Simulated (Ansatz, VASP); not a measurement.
**One calculation of Au, two programs**

The input INCAR:

```
ALGO = Fast
EDIFF = 1E-6
ENCUT = 520
GGA = PS
ISIF = 2
ISMEAR = 0
LASPH = True
LCHARG = False
LREAL = False
LWAVE = False
NBANDS = 18
NELM = 80
PREC = Accurate
SIGMA = 0.15
```

The input KPOINTS:

```
k-points
0
Gamma
  18 18 10
```

The input POSCAR:

```
Au
1.0
    2.8999984104      0.0000000000      0.0000000000
   -1.4499992052      2.5114722944      0.0000000000
    0.0000000000      0.0000000000      4.8800000000
Au
2
Direct
    0.3731506151      0.7463012302      0.7500000000
    0.6666666667      0.3333333333      0.2500000000
```

Input for Ansatz:

```yaml
crystal:
  lattice:
    - [2.8999984104, 0.0, 0.0]
    - [-1.4499992052, 2.5114722944, 0.0]
    - [0.0, 0.0, 4.88]
  atoms:
    - { symbol: Au, position: [0.3731506151, 0.7463012302, 0.75] }
    - { symbol: Au, position: [0.6666666667, 0.3333333333, 0.25] }
basis:
  ecutwfc: 420
kpoints:
  mp_grid: { grid: [18, 18, 10] }
hamiltonian:
  xc: pbesol
scf:
  occupations: { method: gaussian, width: 0.15 }
output:
  forces: true
  stress: true
  eigenvalues: true
```

Alike in both runs: task single point; functional PBEsol; k mesh 18 × 18 × 10; occupations gaussian, width 0.15 eV; no spin polarisation.

```csv
,VASP,Ansatz
version,VASP 6.6.1,Ansatz 0.2.0
potentials or method,"VASP PAW PBE potentials, release 64 (Au), cutoff 520 eV","scalar-relativistic, plane waves, PAW"
valence electrons in the cell,22,38
```

Ansatz gave:

```
gap on the k mesh at the Fermi level (eV)                     : none
pressure (GPa)                                                : -6.0
traceless stress, the component that is largest in VASP (GPa) : 0.69
rms of the force components (eV/Å)                            : 0.072
```

**Question.** Which values does VASP return?

**Answer.** gap on the k mesh at the Fermi level (eV): none; pressure (GPa): -6.2; traceless stress, the component that is largest in VASP (GPa): 0.67; rms of the force components (eV/Å): 0.073.

VASP's potentials were made for PBE, not for PBEsol. Atom by atom the forces differ by 0.000 eV/Å (rms over components). A gap of «none» marks a metal or a gap that the smearing closes. VASP's potentials hold 22 valence electrons a cell and Ansatz's 38, so a difference there can come from the potentials and not from the codes.

Spin-orbit coupling is off throughout.
